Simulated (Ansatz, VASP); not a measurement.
KCl in VASP and in Ansatz

```xyz
2
Lattice="0.0000 3.3218 3.1561 3.3218 0.0000 3.1561 3.3218 3.3218 0.0000" Properties=species:S:1:pos:R:3 pbc="T T T"
K     0.0000    0.0000    0.0000
Cl    3.3218    3.3218    3.1561
```

Change from the starting cell: strain +0.0525 x Voigt [1, 1, 0, 0, 0, 0], atoms carried along.

Alike in both runs: task single point; functional r2SCAN; k mesh 6 × 6 × 6; occupations gaussian, width 0.05 eV; no spin polarisation.

|  | VASP | Ansatz |
| --- | --- | --- |
| version | VASP 6.6.1 | Ansatz 0.2.0 |
| potentials or method | VASP PAW PBE potentials, release 64 (K_sv, Cl), cutoff 520 eV | scalar-relativistic, plane waves, PAW |
| valence electrons in the cell | 16 | 16 |

```tsv
	VASP	Ansatz	Ansatz less VASP
gap on the k mesh at the Fermi level (eV)	5.44	5.44	-0.003
least direct gap on the mesh (eV)	5.44	5.44	-0.003
pressure (GPa)	-1.5	-1.5	+0.04
traceless stress, the component that is largest in VASP (GPa)	0.82	0.81	-0.012
```

VASP's potentials were made for PBE, not for r2SCAN.
